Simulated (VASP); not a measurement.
Set up this calculation in VASP 6.6.1, as the native input.

```yaml
Task: single point
Functional: r2SCAN
Potentials_or_basis: VASP PAW PBE potentials, release 64 (Hf_pv, N)
Cutoff: 520 eV
k_mesh: 10 × 10 × 5
Occupations: fermi-dirac, width 0.05 eV
Spin: no spin polarisation
Dipole_correction: no
Further_INCAR_settings: ALGO = Normal; EDIFF = 1e-06; NBANDS = 23
```

Crystal: HfN.

```
CELL_PARAMETERS angstrom
3.09155 0.00000 0.00000
-1.54578 2.67736 0.00000
0.00000 0.00000 5.34356
ATOMIC_POSITIONS crystal
Hf 0.33333 0.66667 0.25000
Hf 0.66667 0.33333 0.75000
N 0.00000 0.00000 0.50000
N 0.00000 0.00000 0.00000
```

These files were run (other wordings do the same):

POSCAR

```
HfN
1.0
    3.0915527214      0.0000000000      0.0000000000
   -1.5457763607      2.6773631939      0.0000000000
    0.0000000000      0.0000000000      5.3435591820
Hf N
2 2
Direct
    0.3333333333      0.6666666667      0.2500000000
    0.6666666667      0.3333333333      0.7500000000
    0.0000000000      0.0000000000      0.5000000000
    0.0000000000      0.0000000000      0.0000000000
```

INCAR.step1

```
PREC     = Accurate       # precision mode
ENCUT    = 520            # plane-wave cutoff, eV
ISMEAR   = -1             # smearing method
SIGMA    = 0.05           # smearing width, eV
LREAL    = False          # projectors in reciprocal space
LASPH    = True           # aspherical terms in the spheres
NELM     = 60             # most SCF steps
NBANDS   = 23             # bands
GGA      = PE             # functional
ALGO     = Normal         # electronic algorithm
EDIFF    = 1E-4           # SCF threshold, eV
LWAVE    = True           # write WAVECAR
LCHARG   = False          # write CHGCAR
```

INCAR.step2

```
PREC     = Accurate       # precision mode
ENCUT    = 520            # plane-wave cutoff, eV
EDIFF    = 1E-6           # SCF threshold, eV
ISMEAR   = -1             # smearing method
SIGMA    = 0.05           # smearing width, eV
LREAL    = False          # projectors in reciprocal space
LASPH    = True           # aspherical terms in the spheres
NELM     = 60             # most SCF steps
ALGO     = Normal         # electronic algorithm
ISIF     = 2              # what is computed and relaxed
LWAVE    = False          # write WAVECAR
LCHARG   = False          # write CHGCAR
METAGGA  = R2SCAN         # meta-GGA
LMIXTAU  = True         
NBANDS   = 23             # bands
ISTART   = 1
```

KPOINTS

```
regular mesh
0
Gamma
  10 10 5
```

Potentials or basis: VASP PAW PBE potentials, release 64 (Hf_pv, N).

Command:

```sh
$ cat potpaw_PBE.64/Hf_pv/POTCAR potpaw_PBE.64/N/POTCAR > POTCAR
$ cp INCAR.step1 INCAR
$ mpirun -np 1 vasp_std > vasp.out
$ cp INCAR.step2 INCAR
$ mpirun -np 1 vasp_std > vasp.out
```

It gave:

```
Pressure               : 12.3 GPa
Band gap on the k mesh : zero (bands 15 and 16 overlap by 1.85 eV)
```

Caveat: the cell stands under pressure; the PAW data sets were made with another functional, which shifts forces and pressure a little; spin-orbit coupling is left out, which moves the levels of the heavy elements.

Run time: 56 s on 1 thread of Intel(R) Xeon(R) 6975P-C (Granite Rapids), with other jobs on the host, peak memory 0.19 GiB.
